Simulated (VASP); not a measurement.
Wanted: the native input for a VASP 6.6.1 run.

| Quantity | Value |
| --- | --- |
| Task | single point |
| Functional | PBEsol |
| Potentials or basis | VASP PAW PBE potentials, release 64 (Ta_pv) |
| Cutoff | 520 eV |
| k mesh | 12 × 12 × 12 |
| Occupations | fermi-dirac, width 0.15 eV |
| Spin | no spin polarisation |
| Dipole correction | no |
| Further INCAR settings | ALGO = Normal; EDIFF = 1e-06; NBANDS = 12 |

The structure of Ta lies in POSCAR:

```
Ta
1.0
   -1.6676303703      1.6676303703      1.6676303703
    1.6676303703     -1.6676303703      1.6676303703
    1.6676303703      1.6676303703     -1.6676303703
Ta
1
Direct
    0.0000000000      0.0000000000      0.0000000000
```

These files were run (other wordings do the same):

INCAR

```
SYSTEM = Ta
PREC     = Accurate       ! precision mode
ENCUT    = 520            ! plane-wave cutoff, eV
EDIFF    = 1E-6           ! SCF threshold, eV
ISMEAR   = -1             ! smearing method
SIGMA    = 0.15           ! smearing width, eV
LREAL    = .False.        ! projectors in reciprocal space
LASPH    = .True.         ! aspherical terms in the spheres
NELM     = 60             ! most SCF steps
ALGO     = Normal         ! electronic algorithm
ISIF     = 2              ! what is computed and relaxed
LWAVE    = .False.        ! write WAVECAR
LCHARG   = .False.        ! write CHGCAR
GGA      = PS             ! functional
NBANDS   = 12             ! bands
```

KPOINTS

```
regular mesh
0
Gamma
  12 12 12
  0 0 0
```

Potentials or basis: VASP PAW PBE potentials, release 64 (Ta_pv).

Launch:

```sh
$ cat potpaw_PBE.64/Ta_pv/POTCAR > POTCAR
$ mpirun -np 1 vasp_std > vasp.out
```

Results of the run:

```yaml
Pressure: -8.8 GPa
```

Caveat: the PAW data sets were made with another functional, which shifts forces and pressure a little.

It took 13 s on 1 thread of Intel(R) Xeon(R) Platinum 8375C CPU @ 2.90GHz (Ice Lake), with other jobs on the host, peak memory 0.14 GiB.
